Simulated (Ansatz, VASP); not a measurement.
**Two plane-wave programs on PbI2**

```xyz
3
Lattice="4.4373 0.0000 0.0000 -2.2187 3.8428 0.0000 0.0000 0.0000 6.5874" Properties=species:S:1:pos:R:3 pbc="T T T"
Pb    0.0000    0.0000    0.0000
I     0.0000    2.5619    1.8613
I     2.2187    1.2809    4.7261
```

Alike in both runs: task single point; functional PBE; k mesh 9 × 9 × 4; occupations gaussian, width 0.02 eV; no spin polarisation.

```csv
,VASP,Ansatz
version,VASP 6.6.1,Ansatz 0.2.0
potentials or method,"VASP PAW PBE potentials, release 64 (Pb_d, I), cutoff 500 eV","scalar-relativistic, plane waves, PAW"
valence electrons in the cell,28,48
```

```tsv
	VASP	Ansatz	Ansatz less VASP
gap on the k mesh at the Fermi level (eV)	1.95	1.95	+0.001
least direct gap on the mesh (eV)	1.95	1.95	+0.001
pressure (GPa)	4.3	4.3	+0.02
traceless stress, the component that is largest in VASP (GPa)	0.33	0.33	0.000
rms of the force components (eV/Å)	0.076	0.076	-0.0002
```

Atom by atom the forces differ by 0.000 eV/Å (rms over components). VASP's potentials hold 28 valence electrons a cell and Ansatz's 48, so a difference there can come from the potentials and not from the codes.

Spin-orbit coupling is off throughout.
